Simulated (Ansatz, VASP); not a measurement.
# MgO: VASP beside Ansatz

```xyz
2
Lattice="2.8983 0.0000 0.0000 -1.4492 2.5100 0.0000 0.0000 0.0000 2.6435" Properties=species:S:1:pos:R:3 pbc="T T T"
Mg    0.0000    0.0000    0.0000
O     0.0000    1.6733    1.3217
```

Alike in both runs: task single point; functional PBE0; k mesh 6 × 6 × 6; occupations fermi-dirac, width 0.05 eV; no spin polarisation.

|  | VASP | Ansatz |
| --- | --- | --- |
| version | VASP 6.6.1 | Ansatz 0.2.0 |
| potentials or method | VASP PAW PBE potentials, release 64 (Mg, O) | Ansatz PAW |
| plane-wave cutoff (eV) | 520 | 420 |
| valence electrons in the cell | 8 | 16 |

Ansatz gave:

- gap on the k mesh at the Fermi level (eV): 5.68
- least direct gap on the mesh (eV): 6.11
- pressure (GPa): 0.3
- traceless stress, the component that is largest in VASP (GPa): 0.11

Problem. Estimate VASP's values.

Solution. gap on the k mesh at the Fermi level (eV): 5.66; least direct gap on the mesh (eV): 6.09; pressure (GPa): -0.1; traceless stress, the component that is largest in VASP (GPa): 0.08.

The functional is the same, so the differences come from potentials, cutoffs and numerics. VASP's potentials hold 8 valence electrons a cell and Ansatz's 16, so a difference there can come from the potentials and not from the codes.
